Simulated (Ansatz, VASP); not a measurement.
# MnPt2: VASP beside Ansatz

```
Pt Mn
1.0
     2.85840    0.00000    0.00000
    -1.42920    2.47545    0.00000
     0.00000    0.00000    6.53250
Pt Mn
2 1
Direct
  0.66667 0.33333 0.31621
  0.33333 0.66667 0.68379
  0.00000 0.00000 0.00000
```

Alike in both runs: task single point; functional PBE; k mesh 11 × 11 × 4; occupations fermi-dirac, width 0.05 eV; collinear spin.

```csv
,VASP,Ansatz
version,VASP 6.6.1,Ansatz 0.2.0
potentials or method,"VASP PAW PBE potentials, release 64 (Pt, Mn_pv)",Ansatz PAW
plane-wave cutoff (eV),520,420
valence electrons in the cell,33,51
```

VASP gave:

| Quantity | Value |
| --- | --- |
| gap on the k mesh at the Fermi level (eV) | none |
| pressure (GPa) | -0.6 |
| traceless stress, the component that is largest in VASP (GPa) | 1.88 |
| rms of the force components (eV/Å) | 0.016 |
| net moment per atom (μB) | 1.52 |
| size of the moment on the site where the two differ most (μB) | 3.77 |

**Question.** Estimate Ansatz's values.

**Answer.** gap on the k mesh at the Fermi level (eV): none; pressure (GPa): -0.5; traceless stress, the component that is largest in VASP (GPa): 1.78; rms of the force components (eV/Å): 0.011; net moment per atom (μB): 1.52; size of the moment on the site where the two differ most (μB): 3.74.

Site moments also hang on the region over which each program counts them. Atom by atom the forces differ by 0.005 eV/Å (rms over components). A gap of «none» marks a metal or a gap that the smearing closes. The functional is the same, so the differences come from potentials, cutoffs and numerics. VASP's potentials hold 33 valence electrons a cell and Ansatz's 51, so a difference there can come from the potentials and not from the codes.

Neither program's run includes spin-orbit coupling.
